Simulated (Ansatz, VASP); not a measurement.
## Two plane-wave programs on B

```xyz
8
Lattice="2.9022 0.0056 -0.0023 -1.3349 2.6763 -0.0015 -0.4209 -1.2251 6.7695" Properties=species:S:1:pos:R:3 pbc="T T T"
B    -0.3491   -0.3481    5.3793
B    -0.0418    0.9177    2.0050
B     2.1520    0.3928    0.3448
B     1.3689    1.2711    3.0976
B    -1.0055    1.0639    6.4209
B    -0.2224    0.1856    3.6682
B     1.1882    0.5391    4.7608
B     1.4956    1.8048    1.3864
```

Change from the starting cell: the structure that the rattled graphite type (P6_3/mmc, No. 194) fell into.

Alike in both runs: functional PBE; k mesh 14 × 14 × 6; occupations gaussian, width 0.1 eV; no spin polarisation.

Ansatz relaxed the structure, and its values are those at the end. VASP's run is a single point on that final structure, the one shown.

|  | VASP | Ansatz |
| --- | --- | --- |
| version | VASP 6.6.1 | Ansatz 0.2.0 |
| potentials or method | VASP PAW PBE potentials, release 64 (B), cutoff 520 eV | scalar-relativistic, plane waves, PAW |
| valence electrons in the cell | 24 | 24 |

```csv
,VASP,Ansatz,Ansatz less VASP
gap on the k mesh at the Fermi level (eV),none,none,-
pressure (GPa),0.0,0.0,-0.01
rms of the force components (eV/Å),0.003,0.001,-0.0028
```

A gap of «none» marks a metal or a gap that the smearing closes. With one functional, cell and mesh, what is left measures potentials, basis and numerics.
